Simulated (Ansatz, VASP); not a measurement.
AlNi in VASP and in Ansatz

File INCAR:

```
SYSTEM = AlNi
PREC = Accurate
ENCUT = 520
EDIFF = 1E-7
ISMEAR = 0
SIGMA = 0.15
LREAL = .False.
LASPH = .True.
NELM = 80
ALGO = Fast
ISIF = 2
LWAVE = .False.
LCHARG = .False.
GGA = PE
NBANDS = 14
```

KPOINTS

```
Automatic mesh
0
Gamma
  16 16 16
  0 0 0
```

Contents of POSCAR:

```
AlNi
1.0
    2.8927237805      0.0000000000      0.0000000000
    0.0000000000      2.8927237805      0.0000000000
    0.0000000000      0.0000000000      2.8927237805
Al Ni
1 1
Direct
   -0.0276555959     -0.0138277980      0.0000000000
    0.5127133634      0.5063566817      0.5000000000
```

Input for Ansatz:

```yaml
crystal:
  lattice:
    - [2.8927237805, 0.0, 0.0]
    - [0.0, 2.8927237805, 0.0]
    - [0.0, 0.0, 2.8927237805]
  atoms:
    - { symbol: Al, position: [-0.0276555959, -0.013827798, 0.0] }
    - { symbol: Ni, position: [0.5127133634, 0.5063566817, 0.5] }
basis:
  ecutwfc: 520.0
kpoints:
  mp_grid: { grid: [16, 16, 16] }
hamiltonian:
  xc: pbe
  pseudopotentials: { kind: paw, azcp: { folder: soft_1 } }
scf:
  occupations: { method: gaussian, width: 0.15 }
output:
  forces: true
  stress: true
  eigenvalues: true
```

Change from the starting cell: mode 4 frozen in at -0.080 Å and mode 5 at -0.040 Å (largest displacements).

Alike in both runs: task single point; functional PBE; k mesh 16 × 16 × 16; occupations gaussian, width 0.15 eV; no spin polarisation.

```csv
,VASP,Ansatz
version,VASP 6.6.1,Ansatz 0.2.0
potentials or method,"VASP PAW PBE potentials, release 64 (Al, Ni), cutoff 520 eV","scalar-relativistic, plane waves, PAW"
valence electrons in the cell,13,21
```

```csv
,VASP,Ansatz,Ansatz less VASP
gap on the k mesh at the Fermi level (eV),none,none,-
pressure (GPa),1.1,1.1,-0.07
"traceless stress, the component that is largest in VASP (GPa)",0.95,0.94,-0.008
rms of the force components (eV/Å),0.438,0.435,-0.0029
```

Atom by atom the forces differ by 0.003 eV/Å (rms over components). A gap of «none» marks a metal or a gap that the smearing closes. The functional is the same, so the differences come from potentials, cutoffs and numerics. VASP's potentials hold 13 valence electrons a cell and Ansatz's 21, so a difference there can come from the potentials and not from the codes.
